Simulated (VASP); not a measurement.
Set up this calculation in VASP 6.6.1, as the native input.

```yaml
Task: single point
Functional: PBE
Potentials_or_basis: VASP PAW PBE potentials, release 64 (Mg, O)
Cutoff: 600 eV
k_mesh: 6 × 6 × 4
Occupations: gaussian, width 0.1 eV
Spin: no spin polarisation
Dipole_correction: no
Further_INCAR_settings: ALGO = Normal; EDIFF = 1e-06; NBANDS = 16
```

The structure of MgO (m) lies in POSCAR:

```
MgO
1.0
    2.9422714537      0.0000000000      0.0000000000
    0.0000000000      2.9422714537      0.0000000000
    0.0000000000      0.0000000000      4.3679383325
Mg O
2 2
Direct
    0.0000000000      0.0000000000      0.0000000000
    0.5000000000      0.5000000000      0.5000000000
    0.5000000000      0.5000000000      0.0000000000
    0.0000000000      0.0000000000      0.5000000000
```

The input as run:

INCAR

```
PREC = Accurate
ENCUT = 600
EDIFF = 1E-6
ISMEAR = 0
SIGMA = 0.1
LREAL = False
LASPH = True
NELM = 120
ALGO = Normal
ISIF = 2
LWAVE = False
LCHARG = False
GGA = PE
NBANDS = 16
GGA_COMPAT = False
```

KPOINTS

```
Automatic mesh
0
Gamma
  6 6 4
```

Potentials or basis: VASP PAW PBE potentials, release 64 (Mg, O).

Command:

```sh
$ cat potpaw_PBE.64/Mg/POTCAR potpaw_PBE.64/O/POTCAR > POTCAR
$ mpirun -np 1 vasp_std > vasp.out
```

Results of the run:

```
Pressure               : 2.5 GPa
Band gap on the k mesh : 4.54 eV
```

Run time: 16 s on 1 thread of AMD EPYC 7R43 64-Core Processor (Zen 3) (shared host), peak memory 0.13 GiB.
